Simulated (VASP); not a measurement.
# BiMo (WC type) (P-6m2) in VASP: further runs

Runs on BiMo (WC type). Level: PBEsol. Tasks: single point.

Everything below comes from runs of VASP 6.6.1. Logs are shortened: lines on timing, memory, paths and dates and some standing lists are left out, and cuts for length are marked.

**1. The cell of the first run**

It takes space group P-6m2 (No. 187, hexagonal). Conventional cell: a = 2.587 Å, b = 2.587 Å, c = 3.663 Å, α = 90.00°, β = 90.00°, γ = 120.00°. Within 3.1 Å of Mo (site symmetry -6m2) lie 6 Bi at 2.36 Å and 6 Mo at 2.59 Å. Bi (site symmetry -6m2) has 6 Mo at 2.36 Å and 6 Bi at 2.59 Å within 3.1 Å.

**2. Single point, PBEsol**

Contents of INCAR:

```
  PREC = Accurate
  ENCUT = 520
  EDIFF = 1E-6
  ISMEAR = -1
  SIGMA = 0.1
  LREAL = F
  LASPH = T
  NELM = 80
  ALGO = Normal
  ISIF = 2
  LWAVE = F
  LCHARG = T
  GGA = PS
  LELF = T
  LVHAR = T
  NBANDS = 22
```

Contents of KPOINTS:

```
regular mesh
0
Gamma
  14 14 13
```

Contents of POSCAR:

```
BiMo
1.0
    2.5869338570      0.0000000000      0.0000000000
   -1.2934669285      2.2403504380      0.0000000000
    0.0000000000      0.0000000000      3.6625208066
Mo Bi
1 1
Direct
    0.0000000000      0.0000000000      0.0000000000
    0.3333333333      0.6666666667      0.5000000000
```

Potentials or basis: VASP PAW PBE potentials, release 64 (Mo_sv, Bi_d).

Started as:

```console
$ cat potpaw_PBE.64/Mo_sv/POTCAR potpaw_PBE.64/Bi_d/POTCAR > POTCAR
$ mpirun -np 1 vasp_std > vasp.out
```

OUTCAR:

```text
PREC = Accurate
   ENCUT = 520
   EDIFF = 1E-6
   ISMEAR = -1
   LREAL = F
   LASPH = T
   NELM = 80
   ISIF = 2
   GGA = PS

 ion  position               nearest neighbor table
   1  0.000  0.000  0.000-   2 2.36   2 2.36   2 2.36   2 2.36   2 2.36   2 2.36   2 3.50   2 3.50
                             2 3.50   2 3.50   2 3.50   2 3.50
   2  0.333  0.667  0.500-   1 2.36   1 2.36   1 2.36   1 2.36   1 2.36   1 2.36   1 3.50   1 3.50
                             1 3.50   1 3.50   1 3.50   1 3.50

  LATTYP: Found a hexagonal cell.
 ALAT       =     2.5869338570
 C/A-ratio  =     1.4157767493

  Lattice vectors:

 A1 = (   2.5869338570,   0.0000000000,   0.0000000000)
 A2 = (  -1.2934669285,   2.2403504380,   0.0000000000)
 A3 = (   0.0000000000,   0.0000000000,   3.6625208066)

Analysis of symmetry for initial positions (statically):
=====================================================================
 Subroutine PRICEL returns:
 Original cell was already a primitive cell.

 Routine SETGRP: Setting up the symmetry group for a
 hexagonal supercell.

 Subroutine GETGRP returns: Found 12 space group operations
 (whereof 12 operations were pure point group operations)
 out of a pool of 24 trial point group operations.

The static configuration has the point symmetry D_3h.

Analysis of symmetry for dynamics (positions and initial velocities):
=====================================================================
 Subroutine PRICEL returns:
 Original cell was already a primitive cell.

 Routine SETGRP: Setting up the symmetry group for a
 hexagonal supercell.

 Subroutine GETGRP returns: Found 12 space group operations
 (whereof 12 operations were pure point group operations)
 out of a pool of 24 trial point group operations.

The dynamic configuration has the point symmetry D_3h.

 Subroutine INISYM returns: Found 12 space group operations
 (whereof 12 operations are pure point group operations),
 and found     1 'primitive' translations

----------------------------------------------------------------------------------------

                                     Primitive cell

  volume of cell :      21.2266

  direct lattice vectors                    reciprocal lattice vectors
     2.586933857  0.000000000  0.000000000     0.386558009  0.223179370  0.000000000
    -1.293466929  2.240350438  0.000000000     0.000000000  0.446358741  0.000000000
     0.000000000  0.000000000  3.662520807     0.000000000  0.000000000  0.273035992

  length of vectors
     2.586933857  2.586933857  3.662520807     0.446358741  0.446358741  0.273035992

  position of ions in fractional coordinates (direct lattice)
     0.000000000  0.000000000  0.000000000
     0.333333333  0.666666667  0.500000000

  ion indices of the primitive-cell ions
   primitive index   ion index
                 1           1
                 2           2

----------------------------------------------------------------------------------------

 KPOINTS: regular mesh

Automatic generation of k-mesh.
 Grid dimensions read from file:
 generate k-points for:   14   14   13

 Generating k-lattice:

  Cartesian coordinates                     Fractional coordinates (reciprocal lattice)
     0.027611286  0.015941384  0.000000000     0.071428571 -0.000000000  0.000000000
     0.000000000  0.031882767  0.000000000     0.000000000  0.071428571  0.000000000
     0.000000000  0.000000000  0.021002769     0.000000000  0.000000000  0.076923077

  Length of vectors
     0.031882767  0.031882767  0.021002769

  Shift w.r.t. Gamma in fractional coordinates (k-lattice)
     0.000000000  0.000000000  0.000000000

 Subroutine IBZKPT returns following result:
 ===========================================

 Found    168 irreducible k-points:

 Following reciprocal coordinates:
            Coordinates               Weight
  0.000000  0.000000  0.000000      1.000000
  0.071429  0.000000  0.000000      6.000000
  0.142857 -0.000000  0.000000      6.000000
  0.214286  0.000000  0.000000      6.000000
  0.285714 -0.000000  0.000000      6.000000
  0.357143  0.000000  0.000000      6.000000
[... 16 lines left out ...]
  0.285714  0.285714  0.000000      6.000000
  0.357143  0.285714  0.000000      6.000000
 [... further k-points ...]
   k-points           NKPTS =    168   k-points in BZ     NKDIM =    168   number of bands    NBANDS=     22
   number of dos      NEDOS =    301   number of ions     NIONS =      2
   total plane-waves  NPLWV =  11200
   dimension x,y,z NGX =    20 NGY =   20 NGZ =   28
   dimension x,y,z NGXF=    40 NGYF=   40 NGZF=   56
   ions per type =               1   1
   NGX,Y,Z   is equivalent  to a cutoff of  12.85, 12.85, 12.71 a.u.
   NGXF,Y,Z  is equivalent  to a cutoff of  25.71, 25.71, 25.42 a.u.
 SYSTEM =  unknown system
   PREC   = accura    normal or accurate (medium, high low for compatibility)
   ISTART =      0    job   : 0-new  1-cont  2-samecut
   ICHARG =      2    charge: 1-file 2-atom 10-const
   ISPIN  =      1    spin polarized calculation?
   LNONCOLLINEAR =      F non collinear calculations
   LSORBIT =      F    spin-orbit coupling
   LASPH  =      T    aspherical Exc in radial PAW
   ENCUT  =  520.0 eV  38.22 Ry    6.18 a.u.   4.81  4.81  6.81*2*pi/ulx,y,z
   NELM   =     80;   NELMIN=  2; NELMDL= -5     # of ELM steps
   EDIFF  = 0.1E-05   stopping-criterion for ELM
   LREAL  =      F    real-space projection
   EDIFFG = 0.1E-04   stopping-criterion for IOM
   NSW    =      0    number of steps for IOM
   IBRION =     -1    ionic relax: 0-MD 1-quasi-New 2-CG
   NFREE  =      0    steps in history (QN), initial steepest desc. (CG)
   ISIF   =      2    stress and relaxation
   ISYM   =      2    0-nonsym 1-usesym 2-fastsym
   POTIM  = 0.5000    time-step for ionic-motion
   TEBEG  =    0.0;   TEEND  =   0.0 temperature during run
   PSTRESS=    0.0 pullay stress
   NELECT =      29.0000    total number of electrons
   NUPDOWN=      -1.0000    fix difference up-down
   EMIN   =  10.00;   EMAX   =-10.00  energy-range for DOS
   EFERMI =   0.00;   METHOD = LEGACY
   ISMEAR =    -1;   SIGMA  =   0.10  broadening in eV -4-tet -1-fermi 0-gaus
   EFERMI_NEDOS =   21; number of points for ismear=-14 and -15
   IALGO  =     38    algorithm
   IMIX   =      4    mixing-type and parameters
     AMIX     =   0.40;   BMIX     =  1.00
     AMIX_MAG =   1.60;   BMIX_MAG =  1.00
  volume/ion in A,a.u.               =      10.61        71.62
  Fermi-wavevector in a.u.,A,eV,Ry     =   1.816549  3.432779 44.897172  3.299849
  Thomas-Fermi vector in A             =   2.873938
   LORBIT       =      0    0 simple, 1 ext, 2 COOP (PROOUT), +10 PAW based schemes
   GGA     = PS    functional components
   LHFCALC =     F    Hartree Fock is set to
   AEXX    =    0.0000 exact exchange contribution
   IVDW    =     0    specifies the selected vdW correction
   LEPSILON=     F    determine dielectric tensor
   LRPA    =     F    only Hartree local field effects (RPA)
 non-spin polarized calculation
  energy-cutoff  :      520.00
  volume of cell :       21.23
 maximum number of plane-waves:       585
 NGX is ok and might be reduce to    20
   NGX =  9   NGY =  9   NGZ = 13

 number of electron      29.0000000 magnetization

 Free energy of the ion-electron system (eV)
  ---------------------------------------------------
  ext. energy  EPLUGINS =         0.00000000
  ---------------------------------------------------
  free energy    TOTEN  =        -1.25096000 eV

  energy without entropy =       -1.20820936  energy(sigma->0) =       -1.22958468

 E-fermi :  24.9818     XC(G=0): -16.2391

 val. band max:       24.9718605507   @ k =   0.1429   0.0714   0.1538
 cond. band min:      24.9834278232   @ k =   0.0714   0.0000   0.4615
 fundamental gap:      0.0115672725
 Fermi energy:        24.9818420597

 k-point     1 :       0.0000    0.0000    0.0000
  band No.  band energies     occupation
      1     -36.1221      2.00000
      2     -11.2654      2.00000
      3      -9.1625      2.00000
      4      -9.1625      2.00000
      5      -2.1771      2.00000
      6      -1.3671      2.00000
[... 14 lines left out ...]
     21      39.2981      0.00000
     22      39.2981      0.00000

 k-point     2 :       0.0714    0.0000    0.0000
  band No.  band energies     occupation
      1     -36.0983      2.00000
      2     -11.2571      2.00000
      3      -9.3180      2.00000
      4      -9.1909      2.00000
      5      -2.0825      2.00000
      6      -1.4012      2.00000
[... 14 lines left out ...]
     21      38.1016      0.00000
     22      38.9666      0.00000

 k-point     3 :       0.1429   -0.0000    0.0000
  band No.  band energies     occupation
      1     -36.0309      2.00000
      2     -11.2334      2.00000
      3      -9.7387      2.00000
      4      -9.2698      2.00000
      5      -1.9134      2.00000
      6      -1.4019      2.00000
[... 14 lines left out ...]
     21      37.2432      0.00000
     22      39.9587      0.00000

 k-point     4 :       0.2143    0.0000    0.0000
  band No.  band energies     occupation
      1     -35.9319      2.00000
      2     -11.1986      2.00000
      3     -10.3134      2.00000
      4      -9.3824      2.00000
      5      -1.9868      2.00000
      6      -1.0934      2.00000
[... 14 lines left out ...]
     21      36.9175      0.00000
     22      40.8490      0.00000

 k-point     5 :       0.2857   -0.0000    0.0000
  band No.  band energies     occupation
      1     -35.8199      2.00000
      2     -11.1593      2.00000
      3     -10.9139      2.00000
      4      -9.5054      2.00000
      5      -2.1972      2.00000
      6      -0.6421      2.00000
[... 417 lines left out ...]
 k-point    22 :       0.3571    0.2143    0.0000
  band No.  band energies     occupation
      1     -35.5798      2.00000
      2     -11.5342      2.00000
      3     -11.0608      2.00000
      4     -10.4283      2.00000
      5      -1.7344      2.00000
      6      -1.2000      2.00000
[... 14 lines left out ...]
     21      37.7248      0.00000
     22      39.8380      0.00000

 k-point    23 :       0.2857    0.2857    0.0000
  band No.  band energies     occupation
      1     -35.5742      2.00000
      2     -11.3923      2.00000
      3     -11.0563      2.00000
      4     -10.6259      2.00000
      5      -1.3767      2.00000
      6      -1.2506      2.00000
[... 14 lines left out ...]
     21      37.5538      0.00000
     22      39.4615      0.00000

 k-point    24 :       0.3571    0.2857    0.0000
  band No.  band energies     occupation
      1     -35.5579      2.00000
      2     -11.3209      2.00000
      3     -11.0482      2.00000
      4     -10.8053      2.00000
      5      -1.3019      2.00000
      6      -1.2447      2.00000
[... 14 lines left out ...]
     21      37.9938      0.00000
     22      38.9931      0.00000

 [... further k-points ...]

------------------------ aborting loop because EDIFF is reached ----------------------------------------

  FORCE on cell =-STRESS in cart. coord.  units (eV):
  Direction    XX          YY          ZZ          XY          YZ          ZX
  --------------------------------------------------------------------------------------
  -------------------------------------------------------------------------------------
  Total       53.3319216     53.3319216     53.5697346     -0.0000000     -0.0000000      0.0000000
  in kB     4025.4684994   4025.4684991   4043.4185162     -0.0000000     -0.0000000      0.0000000
  external PRESSURE =    4031.4518382 kB  Pullay stress =       0.0000000 kB

 VOLUME and BASIS-vectors are now :
 -----------------------------------------------------------------------------
  energy-cutoff  :      520.00
  volume of cell :       21.23
      direct lattice vectors                 reciprocal lattice vectors
     2.586933857  0.000000000  0.000000000     0.386558009  0.223179370  0.000000000
    -1.293466929  2.240350438  0.000000000     0.000000000  0.446358741  0.000000000
     0.000000000  0.000000000  3.662520807     0.000000000  0.000000000  0.273035992

 POSITION                                       TOTAL-FORCE (eV/Angst)
 -----------------------------------------------------------------------------------
      0.00000      0.00000      0.00000        -0.000000      0.000000      0.000000
     -0.00000      1.49357      1.83126         0.000000     -0.000000      0.000000
 -----------------------------------------------------------------------------------
    total drift:                                0.000000     -0.000000     -0.000000

  FREE ENERGIE OF THE ION-ELECTRON SYSTEM (eV)
  ---------------------------------------------------
  free  energy   TOTEN  =        -1.2509599984 eV

  energy  without entropy=       -1.2082093613  energy(sigma->0) =       -1.22958468
```

Wall time 1.8 min (1 thread of Intel Xeon 8259CL, shared host); peak memory 0.19 GiB.

What came out:

```
Free energy            : -1.2510 eV
Pressure               : 403.1 GPa
Band gap on the k mesh : zero (an odd number of electrons rules out a gap without spin polarisation)
```

Caveat: the cell stands under pressure; the PAW data sets were made with another functional, which shifts forces and pressure a little; spin-orbit coupling is left out, which moves the levels of the heavy elements.

**3. Single point, PBEsol**

Contents of INCAR:

```
SYSTEM = BiMo
PREC = Accurate
ENCUT = 520
EDIFF = 1E-6
ISMEAR = -1
SIGMA = 0.1
LREAL = .FALSE.
LASPH = .TRUE.
NELM = 60
ALGO = Normal
ISIF = 2
LWAVE = .FALSE.
LCHARG = .FALSE.
GGA = PS
NBANDS = 22
```

Contents of KPOINTS:

```
Automatic mesh
0
G
  14 14 13
  0 0 0
```

Contents of POSCAR:

```
BiMo
1.0
    2.5864108223      0.0000000000      0.0000000000
   -1.2932054111      2.2398974767      0.0000000000
    0.0000000000      0.0000000000      3.6624472643
Mo Bi
1 1
Direct
    0.0000000000      0.0000000000      0.0000000000
    0.3333333333      0.6666666667      0.5000000000
```

Potentials or basis: VASP PAW PBE potentials, release 64 (Mo_sv, Bi_d).

Started as:

```console
$ cat potpaw_PBE.64/Mo_sv/POTCAR potpaw_PBE.64/Bi_d/POTCAR > POTCAR
$ mpirun -np 1 vasp_std > vasp.out
```

Run time: 1.7 min. Hardware: 1 thread of Intel Xeon 8259CL, shared host; peak memory 0.19 GiB.

The run converged. Its results:

| Quantity | Value |
| --- | --- |
| Free energy | -1.2282 eV |
| Pressure | 403.8 GPa |
| Band gap on the k mesh | zero (an odd number of electrons rules out a gap without spin polarisation) |

Stress tensor (GPa, compression positive):
```
403.22   0.00   0.00
  0.00 403.22   0.00
  0.00   0.00 404.91
```

Levels at points of the mesh, in eV from the Fermi level:
```
           k point  band 10  band 11  band 12  band 13  band 14  band 15  band 16  band 17  band 18  band 19
(0.00, 0.00, 0.00)   -21.01    -6.80    -4.27    -3.00    -3.00     0.27     0.27     6.17     9.62    12.42
(0.50, 0.00, 0.00)   -12.82   -11.20    -8.23    -6.11     0.12     2.73     4.72     5.25     5.77     7.62
```

Caveat: the cell stands under pressure; the PAW data sets were made with another functional, which shifts forces and pressure a little; spin-orbit coupling is left out, which moves the levels of the heavy elements.
